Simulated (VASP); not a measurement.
InSb: single point with r2SCAN

InSb:

```
CELL_PARAMETERS angstrom
6.01407 0.00000 0.00000
0.00000 6.02537 0.00000
0.00000 0.00000 3.17855
ATOMIC_POSITIONS crystal
In 0.00000 0.00000 0.00575
In 0.50000 0.50000 0.99425
Sb 0.00000 0.50000 0.20716
Sb 0.50000 0.00000 0.79284
```

| Quantity | Value |
| --- | --- |
| Program | VASP 6.6.1 |
| Task | single point |
| Functional | r2SCAN |
| Potentials or basis | VASP PAW PBE potentials, release 64 (In_d, Sb) |
| Cutoff | 520 eV |
| k mesh | 8 × 8 × 14 |
| Occupations | gaussian, width 0.1 eV |
| Spin | no spin polarisation |

```json
{"Pressure": "-1.4 GPa", "Largest force": "0.004 eV/Å", "Band gap on the k mesh": "zero (bands 18 and 19 overlap by 2.96 eV)"}
```

Forces in eV/Å, atoms in the order of the input:
```
In   0.000  0.000 -0.004
In   0.000  0.000  0.004
Sb   0.000  0.000  0.002
Sb   0.000  0.000 -0.002
```

Stress tensor (GPa, compression positive):
```
-1.31  0.00  0.00
 0.00 -1.31  0.00
 0.00  0.00 -1.46
```

Levels at points of the mesh, in eV from the Fermi level:
| k point | band 16 | band 17 | band 18 | band 19 | band 20 | band 21 |
| --- | --- | --- | --- | --- | --- | --- |
| (0.00, 0.00, 0.00) | -3.62 | -2.31 | -2.30 | 3.55 | 4.35 | 4.98 |
| (0.50, 0.00, 0.00) | -3.77 | 0.02 | 0.02 | 3.08 | 3.08 | 4.71 |
| (0.00, 0.50, 0.00) | -3.77 | 0.00 | 0.00 | 3.07 | 3.07 | 4.72 |
| (0.50, 0.50, 0.00) | -0.69 | 1.63 | 1.63 | 1.65 | 1.65 | 1.80 |
| (0.00, 0.00, 0.50) | -2.16 | -2.14 | -0.76 | -0.71 | -0.66 | 0.32 |
| (0.50, 0.00, 0.50) | -2.55 | -1.43 | -1.43 | -1.02 | -1.02 | 2.91 |
| (0.00, 0.50, 0.50) | -2.53 | -1.39 | -1.39 | -0.99 | -0.99 | 2.89 |
| (0.50, 0.50, 0.50) | -4.11 | -2.52 | -2.52 | 2.51 | 2.51 | 3.60 |

Wall time 14 min on 1 thread of Intel(R) Xeon(R) 6975P-C (Granite Rapids), with other jobs on the host, peak memory 0.63 GiB.

Caveat: the PAW data sets were made with another functional, which shifts forces and pressure a little; spin-orbit coupling is left out, which moves the levels of the heavy elements.
